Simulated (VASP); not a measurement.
# ZrB (Fm-3m) in VASP: single point with LDA+U

Aim: the single point of ZrB with LDA+U.

All numbers are computed with VASP 6.6.1; they aren't measurements. Logs are shortened: lines on timing, memory, paths and dates and some standing lists are left out, and cuts for length are marked.

### 1 The cell of the first run

Symmetry: Fm-3m, No. 225, cubic system. Conventional cell: a = 4.855 Å, b = 4.855 Å, c = 4.855 Å, α = 90.00°, β = 90.00°, γ = 90.00°. Within 3.2 Å of Zr (site symmetry m-3m) lie 6 B at 2.43 Å. Within 3.2 Å of B (site symmetry m-3m) lie 6 Zr at 2.43 Å.

### 2 Single point, LDA+U

Contents of INCAR:

```
ALGO = Normal
EDIFF = 1E-6
ENCUT = 1230
GGA = CA
GGA_COMPAT = False
ISIF = 2
ISMEAR = -1
LASPH = True
LCHARG = False
LDAU = True
LDAUJ = 0 0
LDAUL = 2 -1
LDAUPRINT = 1
LDAUTYPE = 2
LDAUU = 2 0
LMAXMIX = 4
LREAL = False
LWAVE = False
NBANDS = 14
NELM = 200
PREC = Accurate
SIGMA = 0.05
```

Contents of KPOINTS:

```
k-points
0
Gamma
  10 10 10
```

Contents of POSCAR:

```
ZrB
1.0
    0.0000000000      2.4274894798      2.4274894798
    2.4274894798      0.0000000000      2.4274894798
    2.4274894798      2.4274894798      0.0000000000
Zr B
1 1
Direct
    0.0000000000      0.0000000000      0.0000000000
    0.5000000000      0.5000000000      0.5000000000
```

Potentials or basis: VASP PAW LDA potentials, release 64 (Zr_sv, B_h).

Command:

```
cat potpaw_LDA.64/Zr_sv/POTCAR potpaw_LDA.64/B_h/POTCAR > POTCAR
mpirun -np 1 vasp_std > vasp.out
```

OUTCAR:

```text
EDIFF = 1E-6
   ENCUT = 1230
   GGA = CA
   ISIF = 2
   ISMEAR = -1
   LASPH = True
   LREAL = False
   NELM = 200
   PREC = Accurate

 ion  position               nearest neighbor table
   1  0.000  0.000  0.000-   2 2.43   2 2.43   2 2.43   2 2.43   2 2.43   2 2.43
   2  0.500  0.500  0.500-   1 2.43   1 2.43   1 2.43   1 2.43   1 2.43   1 2.43

  LATTYP: Found a face centered cubic cell.
 ALAT       =     4.8549789596

  Lattice vectors:

 A1 = (   0.0000000000,   2.4274894798,   2.4274894798)
 A2 = (   2.4274894798,   0.0000000000,   2.4274894798)
 A3 = (   2.4274894798,   2.4274894798,   0.0000000000)

Analysis of symmetry for initial positions (statically):
=====================================================================
 Subroutine PRICEL returns:
 Original cell was already a primitive cell.

 Routine SETGRP: Setting up the symmetry group for a
 face centered cubic supercell.

 Subroutine GETGRP returns: Found 48 space group operations
 (whereof 48 operations were pure point group operations)
 out of a pool of 48 trial point group operations.

The static configuration has the point symmetry O_h .

Analysis of symmetry for dynamics (positions and initial velocities):
=====================================================================
 Subroutine PRICEL returns:
 Original cell was already a primitive cell.

 Routine SETGRP: Setting up the symmetry group for a
 face centered cubic supercell.

 Subroutine GETGRP returns: Found 48 space group operations
 (whereof 48 operations were pure point group operations)
 out of a pool of 48 trial point group operations.

The dynamic configuration has the point symmetry O_h .

 Subroutine INISYM returns: Found 48 space group operations
 (whereof 48 operations are pure point group operations),
 and found     1 'primitive' translations

----------------------------------------------------------------------------------------

                                     Primitive cell

  volume of cell :      28.6090

  direct lattice vectors                    reciprocal lattice vectors
     0.000000000  2.427489480  2.427489480    -0.205974116  0.205974116  0.205974116
     2.427489480  0.000000000  2.427489480     0.205974116 -0.205974116  0.205974116
     2.427489480  2.427489480  0.000000000     0.205974116  0.205974116 -0.205974116

  length of vectors
     3.432988545  3.432988545  3.432988545     0.356757634  0.356757634  0.356757634

  position of ions in fractional coordinates (direct lattice)
     0.000000000  0.000000000  0.000000000
     0.500000000  0.500000000  0.500000000

  ion indices of the primitive-cell ions
   primitive index   ion index
                 1           1
                 2           2

----------------------------------------------------------------------------------------

 KPOINTS: k-points

Automatic generation of k-mesh.
 Grid dimensions read from file:
 generate k-points for:   10   10   10

 Generating k-lattice:

  Cartesian coordinates                     Fractional coordinates (reciprocal lattice)
    -0.020597412  0.020597412  0.020597412     0.100000000  0.000000000  0.000000000
     0.020597412 -0.020597412  0.020597412     0.000000000  0.100000000  0.000000000
     0.020597412  0.020597412 -0.020597412     0.000000000  0.000000000  0.100000000

  Length of vectors
     0.035675763  0.035675763  0.035675763

  Shift w.r.t. Gamma in fractional coordinates (k-lattice)
     0.000000000  0.000000000  0.000000000

 Subroutine IBZKPT returns following result:
 ===========================================

 Found     47 irreducible k-points:

 Following reciprocal coordinates:
            Coordinates               Weight
  0.000000  0.000000  0.000000      1.000000
  0.100000  0.000000  0.000000      8.000000
[... 41 lines left out ...]
   EDIFF  = 0.1E-05   stopping-criterion for ELM
   LREAL  =      F    real-space projection
   EDIFFG = 0.1E-04   stopping-criterion for IOM
   NSW    =      0    number of steps for IOM
   IBRION =     -1    ionic relax: 0-MD 1-quasi-New 2-CG
   NFREE  =      0    steps in history (QN), initial steepest desc. (CG)
   ISIF   =      2    stress and relaxation
   ISYM   =      2    0-nonsym 1-usesym 2-fastsym
   POTIM  = 0.5000    time-step for ionic-motion
   TEBEG  =    0.0;   TEEND  =   0.0 temperature during run
   PSTRESS=    0.0 pullay stress
   NELECT =      15.0000    total number of electrons
   NUPDOWN=      -1.0000    fix difference up-down
   EMIN   =  10.00;   EMAX   =-10.00  energy-range for DOS
   EFERMI =   0.00;   METHOD = LEGACY
   ISMEAR =    -1;   SIGMA  =   0.05  broadening in eV -4-tet -1-fermi 0-gaus
   EFERMI_NEDOS =   21; number of points for ismear=-14 and -15
   IALGO  =     38    algorithm
   IMIX   =      4    mixing-type and parameters
     AMIX     =   0.40;   BMIX     =  1.00
     AMIX_MAG =   1.60;   BMIX_MAG =  1.00
  volume/ion in A,a.u.               =      14.30        96.53
  Fermi-wavevector in a.u.,A,eV,Ry     =   1.320093  2.494614 23.710136  1.742646
  Thomas-Fermi vector in A             =   2.449944
   LORBIT       =      0    0 simple, 1 ext, 2 COOP (PROOUT), +10 PAW based schemes
 LDA+U is selected, type is set to LDAUTYPE =  2
   angular momentum for each species LDAUL =     2   -1
   U (eV)           for each species LDAUU =   2.0  0.0
   J (eV)           for each species LDAUJ =   0.0  0.0
   GGA     = CA    functional components
   LHFCALC =     F    Hartree Fock is set to
   AEXX    =    0.0000 exact exchange contribution
   IVDW    =     0    specifies the selected vdW correction
   LEPSILON=     F    determine dielectric tensor
   LRPA    =     F    only Hartree local field effects (RPA)
 non-spin polarized calculation
  energy-cutoff  :     1230.00
  volume of cell :       28.61
 maximum number of plane-waves:      2826
   NGX = 19   NGY = 19   NGZ = 19

atom =   1  type =  1  l = 2

 onsite density matrix

spin component  1

  0.1190 -0.0000 -0.0000  0.0000 -0.0000
 -0.0000  0.1190 -0.0000  0.0000 -0.0000
 -0.0000 -0.0000  0.2300 -0.0000  0.0000
  0.0000  0.0000 -0.0000  0.1190  0.0000
 -0.0000 -0.0000  0.0000  0.0000  0.2300

spin component  2

  0.1190 -0.0000 -0.0000  0.0000 -0.0000
 -0.0000  0.1190 -0.0000  0.0000 -0.0000
 -0.0000 -0.0000  0.2300 -0.0000  0.0000
  0.0000  0.0000 -0.0000  0.1190  0.0000
 -0.0000 -0.0000  0.0000  0.0000  0.2300

 occupancies and eigenvectors

  o =  0.1190  v =  1.0000  0.0000  0.0000  0.0000  0.0000  0.0000  0.0000  0.0000  0.0000  0.0000      0.0000  0.0000  0.0000  0.0000  0.0000  0.0000  0.0000  0.0000  0.0000  0.0000
  o =  0.1190  v =  0.0000  0.0000  0.0000  0.0000  0.0000  1.0000  0.0000  0.0000  0.0000  0.0000      0.0000  0.0000  0.0000  0.0000  0.0000  0.0000  0.0000  0.0000  0.0000  0.0000
  o =  0.1190  v =  0.0000  0.9759  0.0000 -0.2180  0.0000  0.0000  0.0000  0.0000  0.0000  0.0000      0.0000  0.0000  0.0000  0.0000  0.0000  0.0000  0.0000  0.0000  0.0000  0.0000
  o =  0.1190  v =  0.0000 -0.2180 -0.0000 -0.9759  0.0000  0.0000  0.0000  0.0000  0.0000  0.0000      0.0000  0.0000  0.0000  0.0000  0.0000  0.0000  0.0000  0.0000  0.0000  0.0000
  o =  0.1190  v =  0.0000  0.0000  0.0000  0.0000  0.0000  0.0000  0.9759  0.0000 -0.2180  0.0000      0.0000  0.0000  0.0000  0.0000  0.0000  0.0000  0.0000  0.0000  0.0000  0.0000
  o =  0.1190  v =  0.0000  0.0000  0.0000  0.0000  0.0000  0.0000 -0.2180 -0.0000 -0.9759  0.0000      0.0000  0.0000  0.0000  0.0000  0.0000  0.0000  0.0000  0.0000  0.0000  0.0000
  o =  0.2300  v =  0.0000  0.0000  0.0000  0.0000  0.0000  0.0000 -0.0000 -0.0297  0.0000  0.9996      0.0000  0.0000  0.0000  0.0000  0.0000  0.0000  0.0000  0.0000  0.0000  0.0000
  o =  0.2300  v =  0.0000 -0.0000 -0.0297  0.0000  0.9996  0.0000  0.0000  0.0000  0.0000  0.0000      0.0000  0.0000  0.0000  0.0000  0.0000  0.0000  0.0000  0.0000  0.0000  0.0000
  o =  0.2300  v =  0.0000  0.0000  0.0000  0.0000  0.0000  0.0000  0.0000 -0.9996  0.0000 -0.0297      0.0000  0.0000  0.0000  0.0000  0.0000  0.0000  0.0000  0.0000  0.0000  0.0000
  o =  0.2300  v =  0.0000  0.0000 -0.9996  0.0000 -0.0297  0.0000  0.0000  0.0000  0.0000  0.0000      0.0000  0.0000  0.0000  0.0000  0.0000  0.0000  0.0000  0.0000  0.0000  0.0000

 number of electron      15.0000000 magnetization

 Free energy of the ion-electron system (eV)
  ---------------------------------------------------
  ext. energy  EPLUGINS =         0.00000000
  ---------------------------------------------------
  free energy    TOTEN  =       -16.14846435 eV

  energy without entropy =      -16.13573113  energy(sigma->0) =      -16.14209774

 E-fermi :   8.2021     XC(G=0): -11.8506

 val. band max:        8.1650209995   @ k =   0.3000   0.3000   0.0000
 cond. band min:       8.2137099849   @ k =  -0.2000   0.1000   0.0000
 fundamental gap:      0.0486889854
 Fermi energy:         8.2020517512

 k-point     1 :       0.0000    0.0000    0.0000
  band No.  band energies     occupation
      1     -39.3120      2.00000
      2     -17.2600      2.00000
      3     -17.2600      2.00000
      4     -17.2600      2.00000
      5       0.0364      2.00000
      6      10.1261      0.00000
      7      10.1261      0.00000
      8      10.1261      0.00000
      9      11.5236      0.00000
     10      11.5236      0.00000
     11      11.5947      0.00000
     12      11.5947      0.00000
     13      11.5947      0.00000
     14      18.7723      0.00000
[... 377 lines left out ...]
      1     -39.2397      2.00000
      2     -17.7036      2.00000
      3     -17.4400      2.00000
      4     -17.4215      2.00000
      5       2.2426      2.00000
      6       6.4159      2.00000
      7       7.6772      1.99994
      8       9.3247      0.00000
      9      10.0594      0.00000
     10      13.1770      0.00000
     11      14.6042      0.00000
     12      14.8079      0.00000
     13      18.2560      0.00000
     14      20.1384      0.00000

 [... further k-points ...]

------------------------ aborting loop because EDIFF is reached ----------------------------------------

  FORCE on cell =-STRESS in cart. coord.  units (eV):
  Direction    XX          YY          ZZ          XY          YZ          ZX
  --------------------------------------------------------------------------------------
  -------------------------------------------------------------------------------------
  Total        0.4082876      0.4082876      0.4082876     -0.0000000      0.0000000      0.0000000
  in kB       22.8651869     22.8651869     22.8651869     -0.0000000      0.0000000      0.0000000
  external PRESSURE =      22.8651869 kB  Pullay stress =       0.0000000 kB

 VOLUME and BASIS-vectors are now :
 -----------------------------------------------------------------------------
  energy-cutoff  :     1230.00
  volume of cell :       28.61
      direct lattice vectors                 reciprocal lattice vectors
     0.000000000  2.427489480  2.427489480    -0.205974116  0.205974116  0.205974116
     2.427489480  0.000000000  2.427489480     0.205974116 -0.205974116  0.205974116
     2.427489480  2.427489480  0.000000000     0.205974116  0.205974116 -0.205974116

 POSITION                                       TOTAL-FORCE (eV/Angst)
 -----------------------------------------------------------------------------------
      0.00000      0.00000      0.00000         0.000000      0.000000      0.000000
      2.42749      2.42749      2.42749        -0.000000      0.000000     -0.000000
 -----------------------------------------------------------------------------------
    total drift:                                0.000000     -0.000000     -0.000000

  FREE ENERGIE OF THE ION-ELECTRON SYSTEM (eV)
  ---------------------------------------------------
  free  energy   TOTEN  =       -16.1484643462 eV

  energy  without entropy=      -16.1357311293  energy(sigma->0) =      -16.14209774
```

Run time: 34 s. Hardware: 1 thread of AMD EPYC 9R45 (Zen 5), shared host; peak memory 0.21 GiB.

Results:

```yaml
Free_energy: -16.1485 eV
Pressure: 2.3 GPa
Band_gap_on_the_k_mesh: zero (an odd number of electrons rules out a gap without spin polarisation)
```

Eigenvalues of the final occupation matrices:
```tsv
site	spin	trace	eigenvalues
site 1 d	1	0.82	0.12 0.12 0.12 0.23 0.23
site 1 d	2	0.82	0.12 0.12 0.12 0.23 0.23
```

Caveat: an odd number of electrons without spin polarisation forces a metal; a magnetic or distorted state may lie lower; U without spin polarisation on a metal has little footing; the U is typed as a test and isn't derived for this compound.

The gap in the log of VASP goes by the Fermi energy; the results here count the filled bands.